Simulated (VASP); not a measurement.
Input of a VASP 6.6.1 run:

File INCAR:

```
SYSTEM = TaN
PREC = Accurate ; ENCUT = 520
EDIFF = 1E-7 ; ISMEAR = 0
SIGMA = 0.15 ; LREAL = .FALSE.
LASPH = .TRUE. ; NELM = 60
ALGO = Normal ; ISIF = 2
LWAVE = .FALSE. ; LCHARG = .FALSE.
GGA = PE ; NBANDS = 15
```

Contents of KPOINTS:

```
Automatic mesh
0
G
  24 24 24
  0 0 0
```

Contents of POSCAR:

```
TaN
1.0
    0.0000000000      2.1755052563      2.1755052563
    2.1755052563      0.0000000000      2.1755052563
    2.1755052563      2.1755052563      0.0000000000
Ta N
1 1
Direct
    0.5000000000      0.5000000000      0.5000000000
    0.0000000000      0.0000000000      0.0000000000
```

Potentials or basis: VASP PAW PBE potentials, release 64 (Ta_pv, N).

Run with:

```bash
$ cat potpaw_PBE.64/Ta_pv/POTCAR potpaw_PBE.64/N/POTCAR > POTCAR
$ mpirun -np 1 vasp_std > vasp.out
```

(1) What does it give for the pressure?

(2) Estimate the band gap on the k mesh.

Results:

(1) 17.5 GPa.

(2) zero (bands 8 and 9 overlap by 4.20 eV).

Caveat: the cell differs from its parent crystal (strain -0.015 along x and y, -0.015 along z); the cell stands under pressure; spin-orbit coupling is left out, which moves the levels of the heavy elements.
